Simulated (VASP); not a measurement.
# CoO (R3m) in VASP: further runs

Runs on CoO. Level: PBEsol+U. Tasks: single point.

Everything below comes from runs of VASP 6.6.1. Logs are shortened: lines on timing, memory, paths and dates and some standing lists are left out, and cuts for length are marked.

### Step 1. The cell of the first run

Symmetry: R3m, No. 160, trigonal system. The conventional cell has a = 3.204 Å, b = 3.204 Å, c = 7.699 Å, α = 90.00°, β = 90.00°, γ = 120.00°. Within 2.5 Å of Co (site symmetry 3m) lie 4 O at 1.91 to 1.96 Å. Within 2.5 Å of O (site symmetry 3m) lie 4 Co at 1.91 to 1.96 Å.

### Step 2. Single point, PBEsol+U, collinear spin, ferromagnetic start

INCAR reads:

```
PREC     = Accurate       # precision mode
ENCUT    = 520            # plane-wave cutoff, eV
EDIFF    = 1E-6           # SCF threshold, eV
ISMEAR   = -1             # smearing method
SIGMA    = 0.05           # smearing width, eV
LREAL    = F              # projectors in reciprocal space
LASPH    = T              # aspherical terms in the spheres
NELM     = 150            # most SCF steps
ALGO     = Normal         # electronic algorithm
ISIF     = 2              # what is computed and relaxed
LWAVE    = F              # write WAVECAR
LCHARG   = F              # write CHGCAR
ISPIN    = 2              # spin polarisation
MAGMOM   = 2 0            # initial moments
LORBIT   = 11             # projections on sites
LMAXMIX  = 4              # l up to which the mixer works
LDAU     = T              # DFT+U
LDAUTYPE = 2            
LDAUL    = 2 -1           # shell
LDAUU    = 3 0            # U, eV
LDAUJ    = 0 0          
LDAUPRINT= 1            
GGA      = PS             # functional
NBANDS   = 18             # bands
```

KPOINTS reads:

```
regular mesh
0
Gamma
  10 10 10
```

POSCAR reads:

```
CoO
1.0
    1.6022198417      0.9250420569      2.5664708903
   -1.6022198417      0.9250420569      2.5664708903
    0.0000000000     -1.8500841138      2.5664708903
Co O
1 1
Direct
    0.9989783200      0.9989783200      0.9989783200
    0.7510210300      0.7510210300      0.7510210300
```

Potentials or basis: VASP PAW PBE potentials, release 64 (Co, O).

The run is started by

```bash
$ cat potpaw_PBE.64/Co/POTCAR potpaw_PBE.64/O/POTCAR > POTCAR
$ mpirun -np 1 vasp_std > vasp.out
```

OUTCAR:

```text
PREC = Accurate
   ENCUT = 520
   EDIFF = 1E-6
   ISMEAR = -1
   LREAL = F
   LASPH = T
   NELM = 150
   ISIF = 2
   ISPIN = 2
   LORBIT = 11
   GGA = PS

 ion  position               nearest neighbor table
   1  0.999  0.999  0.999-   2 1.91   2 1.96   2 1.96   2 1.96
   2  0.751  0.751  0.751-   1 1.91   1 1.96   1 1.96   1 1.96

  LATTYP: Found a trigonal (rhomboedric) cell.
 ALAT       =     3.1637926700
 COS(alpha) =     0.4870699110

  Lattice vectors:

 A1 = (   1.6022198417,   0.9250420569,   2.5664708903)
 A2 = (  -1.6022198417,   0.9250420569,   2.5664708903)
 A3 = (   0.0000000000,  -1.8500841138,   2.5664708903)

Analysis of symmetry for initial positions (statically):
=====================================================================
 Subroutine PRICEL returns:
 Original cell was already a primitive cell.

 Routine SETGRP: Setting up the symmetry group for a
 trigonal (rhombohedral) supercell.

 Subroutine GETGRP returns: Found  6 space group operations
 (whereof  6 operations were pure point group operations)
 out of a pool of 12 trial point group operations.

The static configuration has the point symmetry C_3v.

Analysis of symmetry for dynamics (positions and initial velocities):
=====================================================================
 Subroutine PRICEL returns:
 Original cell was already a primitive cell.

 Routine SETGRP: Setting up the symmetry group for a
 trigonal (rhombohedral) supercell.

 Subroutine GETGRP returns: Found  6 space group operations
 (whereof  6 operations were pure point group operations)
 out of a pool of 12 trial point group operations.

The dynamic configuration has the point symmetry C_3v.

Analysis of structural, dynamic, and magnetic symmetry:
[... 174 lines left out ...]
  o =  0.1418  v =  0.0000  0.0000  0.0000  0.0000  0.0000  0.0000  0.5902  0.0000  0.0000  0.8072      0.0000  0.0000  0.0000  0.0000  0.0000  0.0000  0.0000  0.0000  0.0000  0.0000
  o =  0.1418  v =  0.0000  0.0000  0.0000  0.0000  0.0000 -0.8072  0.0000  0.0000 -0.5902 -0.0000      0.0000  0.0000  0.0000  0.0000  0.0000  0.0000  0.0000  0.0000  0.0000  0.0000
  o =  0.1544  v =  0.0000  0.0000  0.0000  0.0000  0.0000  0.0000  0.0000 -1.0000  0.0000  0.0000      0.0000  0.0000  0.0000  0.0000  0.0000  0.0000  0.0000  0.0000  0.0000  0.0000
  o =  0.9399  v =  0.0000  0.0000  0.0000  0.0000  0.0000  0.0000  0.8072  0.0000  0.0000 -0.5902      0.0000  0.0000  0.0000  0.0000  0.0000  0.0000  0.0000  0.0000  0.0000  0.0000
  o =  0.9399  v =  0.0000  0.0000  0.0000  0.0000  0.0000 -0.5902  0.0000 -0.0000  0.8072  0.0000      0.0000  0.0000  0.0000  0.0000  0.0000  0.0000  0.0000  0.0000  0.0000  0.0000
  o =  0.9703  v =  0.0000 -0.7778  0.0000  0.0000  0.6285  0.0000  0.0000  0.0000  0.0000  0.0000      0.0000  0.0000  0.0000  0.0000  0.0000  0.0000  0.0000  0.0000  0.0000  0.0000
  o =  0.9703  v = -0.6285  0.0000 -0.0000  0.7778  0.0000  0.0000  0.0000  0.0000  0.0000  0.0000      0.0000  0.0000  0.0000  0.0000  0.0000  0.0000  0.0000  0.0000  0.0000  0.0000
  o =  0.9888  v =  0.0000  0.6285  0.0000 -0.0000  0.7778  0.0000  0.0000  0.0000  0.0000  0.0000      0.0000  0.0000  0.0000  0.0000  0.0000  0.0000  0.0000  0.0000  0.0000  0.0000
  o =  0.9888  v = -0.7778 -0.0000  0.0000 -0.6285 -0.0000  0.0000  0.0000  0.0000  0.0000  0.0000      0.0000  0.0000  0.0000  0.0000  0.0000  0.0000  0.0000  0.0000  0.0000  0.0000
  o =  0.9908  v =  0.0000 -0.0000  1.0000  0.0000 -0.0000  0.0000  0.0000  0.0000  0.0000  0.0000      0.0000  0.0000  0.0000  0.0000  0.0000  0.0000  0.0000  0.0000  0.0000  0.0000

 number of electron      15.0000010 magnetization       2.9996686

 Free energy of the ion-electron system (eV)
  ---------------------------------------------------
  ext. energy  EPLUGINS =         0.00000000
  ---------------------------------------------------
  free energy    TOTEN  =       -12.89811117 eV

  energy without entropy =      -12.89792573  energy(sigma->0) =      -12.89801845

 E-fermi :   5.8220     XC(G=0): -11.3910

 val. band max:        5.6929258945   @ k =   0.0000   0.0000   0.0000
 cond. band min:       5.9862117332   @ k =   0.0000   0.0000   0.0000
 fundamental gap:      0.2932858387
 Fermi energy:         5.8219540367

 spin component 1

 k-point     1 :       0.0000    0.0000    0.0000
  band No.  band energies     occupation
      1     -13.6647      1.00000
      2      -1.0450      1.00000
      3      -0.9680      1.00000
      4      -0.9680      1.00000
      5       2.4458      1.00000
      6       2.4458      1.00000
[... 1001 lines left out ...]
     17      33.1603      0.00000
     18      35.0143      0.00000

 [... further k-points ...]

------------------------ aborting loop because EDIFF is reached ----------------------------------------

  FORCE on cell =-STRESS in cart. coord.  units (eV):
  Direction    XX          YY          ZZ          XY          YZ          ZX
  --------------------------------------------------------------------------------------
  -------------------------------------------------------------------------------------
  Total        0.1857672      0.1857672      1.1469143      0.0000000      0.0000000      0.0000000
  in kB       13.0409275     13.0409275     80.5138095      0.0000000      0.0000000      0.0000000
  external PRESSURE =      35.5318882 kB  Pullay stress =       0.0000000 kB

 VOLUME and BASIS-vectors are now :
 -----------------------------------------------------------------------------
  energy-cutoff  :      520.00
  volume of cell :       22.82
      direct lattice vectors                 reciprocal lattice vectors
     1.602219842  0.925042057  2.566470890     0.312067038  0.180171988  0.129880037
    -1.602219842  0.925042057  2.566470890    -0.312067038  0.180171988  0.129880037
     0.000000000 -1.850084114  2.566470890     0.000000000 -0.360343977  0.129880037

 POSITION                                       TOTAL-FORCE (eV/Angst)
 -----------------------------------------------------------------------------------
      0.00000      0.00000      7.69155         0.000000     -0.000000      0.382260
      0.00000      0.00000      5.78242         0.000000      0.000000     -0.382260
 -----------------------------------------------------------------------------------
    total drift:                               -0.000000      0.000000      0.000217

  FREE ENERGIE OF THE ION-ELECTRON SYSTEM (eV)
  ---------------------------------------------------
  free  energy   TOTEN  =       -12.8981111668 eV

  energy  without entropy=      -12.8979257270  energy(sigma->0) =      -12.89801845

 total charge

# of ion       s       p       d       tot
------------------------------------------
    1        0.366   0.467   7.198   8.032
    2        1.542   3.469   0.000   5.012
--------------------------------------------------
tot          1.908   3.937   7.198  13.043

 magnetization (x)

# of ion       s       p       d       tot
------------------------------------------
    1        0.020   0.056   2.590   2.666
    2        0.016   0.203   0.000   0.219
--------------------------------------------------
tot          0.036   0.259   2.590   2.885
```

stdout:

```text
POSCAR found type information on POSCAR CoO
 POSCAR found :  2 types and       2 ions
 scaLAPACK will be used
 -----------------------------------------------------------------------------
|                                                                             |
|                                                                             |
|     You enforced a specific xc type in the INCAR file but a different       |
|     I HOPE YOU KNOW WHAT YOU ARE DOING!                                     |
|                                                                             |
 -----------------------------------------------------------------------------

 LDA part: xc-table for (Slater+PW92), standard interpolation
 POSCAR, INCAR and KPOINTS ok, starting setup
 FFT: planning ... GRIDC
 FFT: planning ... GRID_SOFT
 FFT: planning ... GRID
 WAVECAR not read
 entering main loop
```

Wall time 1.9 min (1 thread of Intel Xeon 8259CL, shared host); peak memory 0.2 GiB.

What came out:

```yaml
Free_energy: -12.8981 eV
Pressure: 3.6 GPa
Largest_force: 0.382 eV/Å
Band_gap_on_the_k_mesh: 0.29 eV
Net_moment: 3.00 μB per cell
Site_moments: Co +2.67; O +0.22 μB
Valence_electrons_inside_the_program's_atomic_spheres: Co 8.03; O 5.01
```

Forces on the atoms (eV/Å):
```
Co   0.000  0.000  0.382
O    0.000  0.000 -0.382
```

Eigenvalues of the final occupation matrices:
```
    site  spin  trace               eigenvalues
site 1 d     1   4.91  0.97 0.97 0.99 0.99 0.99
site 1 d     2   2.32  0.14 0.14 0.15 0.94 0.94
```

Caveat: the cell stands under pressure; the PAW data sets were made with another functional, which shifts forces and pressure a little; a cell with one magnetic atom can't hold antiferromagnetic order, which such compounds often take. A k mesh can miss the band edges.

### Step 3. Single point, PBEsol+U, collinear spin, ferromagnetic start

INCAR reads:

```
SYSTEM = CoO
ALGO     = Normal         ! electronic algorithm
EDIFF    = 1E-6           ! SCF threshold, eV
ENCUT    = 520            ! plane-wave cutoff, eV
GGA      = PS             ! functional
ISIF     = 2              ! what is computed and relaxed
ISMEAR   = -1             ! smearing method
ISPIN    = 2              ! spin polarisation
LASPH    = .True.         ! aspherical terms in the spheres
LCHARG   = .True.         ! write CHGCAR
LDAU     = .True.         ! DFT+U
LDAUJ    = 0 0          
LDAUL    = 2 -1           ! shell
LDAUPRINT= 1            
LDAUTYPE = 2            
LDAUU    = 8 0            ! U, eV
LELF     = .True.         ! ELF
LMAXMIX  = 4              ! l up to which the mixer works
LORBIT   = 11             ! projections on sites
LREAL    = .False.        ! projectors in reciprocal space
LVHAR    = .True.       
LWAVE    = .False.        ! write WAVECAR
MAGMOM   = 2 0            ! initial moments
NBANDS   = 18             ! bands
NELM     = 150            ! most SCF steps
PREC     = Accurate       ! precision mode
SIGMA    = 0.05           ! smearing width, eV
```

KPOINTS reads:

```
k-points
0
Gamma
  10 10 10
  0 0 0
```

POSCAR is that of step 2.

Potentials or basis: VASP PAW PBE potentials, release 64 (Co, O).

The run is started by

```bash
$ cat potpaw_PBE.64/Co/POTCAR potpaw_PBE.64/O/POTCAR > POTCAR
$ mpirun -np 1 vasp_std > vasp.out
```

Wall time 1.9 min (1 thread of Intel Xeon 8259CL, shared host); peak memory 0.2 GiB.

The run converged. Its results:

```
Free energy                                           : -11.9221 eV
Pressure                                              : 5.7 GPa
Largest force                                         : 0.422 eV/Å
Band gap on the k mesh                                : 1.24 eV
Net moment                                            : 3.00 μB per cell
Site moments                                          : Co +2.88; O +0.09 μB
Valence electrons inside the program's atomic spheres : Co 8.09; O 5.04
```

Forces in eV/Å, atoms in the order of the input:
```
Co   0.000  0.000  0.422
O    0.000  0.000 -0.422
```

Stress tensor (GPa, compression positive):
```
 3.27  0.00  0.00
 0.00  3.27  0.00
 0.00  0.00 10.65
```

Levels at points of the mesh, in eV from the valence-band top:
Spin up:
| k point | band 6 | band 7 | band 8 | band 9 | band 10 | band 11 | band 12 | band 13 |
| --- | --- | --- | --- | --- | --- | --- | --- | --- |
| (0.00, 0.00, 0.00) | -5.03 | -0.08 | -0.08 | 0.00 | 1.24 | 14.93 | 14.93 | 15.50 |
| (0.50, 0.00, 0.00) | -5.08 | -5.02 | -0.74 | -0.74 | 6.72 | 7.84 | 13.59 | 13.89 |
| (0.50, 0.50, 0.00) | -4.77 | -2.82 | -2.41 | -2.23 | 5.17 | 10.93 | 11.39 | 15.03 |
| (0.50, 0.50, 0.50) | -5.12 | -5.12 | -0.86 | -0.86 | 6.66 | 8.03 | 13.48 | 13.48 |
Spin down:
| k point | band 4 | band 5 | band 6 | band 7 | band 8 | band 9 |
| --- | --- | --- | --- | --- | --- | --- |
| (0.00, 0.00, 0.00) | -2.64 | -2.60 | -2.60 | 1.90 | 6.38 | 6.38 |
| (0.50, 0.00, 0.00) | -4.03 | -1.65 | -1.54 | 4.29 | 5.62 | 5.63 |
| (0.50, 0.50, 0.00) | -2.77 | -2.76 | -1.60 | 2.51 | 5.21 | 5.21 |
| (0.50, 0.50, 0.50) | -4.15 | -1.49 | -1.49 | 4.06 | 5.54 | 5.54 |

Eigenvalues of the final occupation matrices:
```
    site  spin  trace               eigenvalues
site 1 d     1   5.04  0.99 0.99 1.02 1.02 1.02
site 1 d     2   2.22  0.08 0.08 0.09 0.98 0.98
```

Caveat: the cell stands under pressure; the PAW data sets were made with another functional, which shifts forces and pressure a little; a cell with one magnetic atom can't hold antiferromagnetic order, which such compounds often take. The state reached can hang on the start; a lower one may exist.
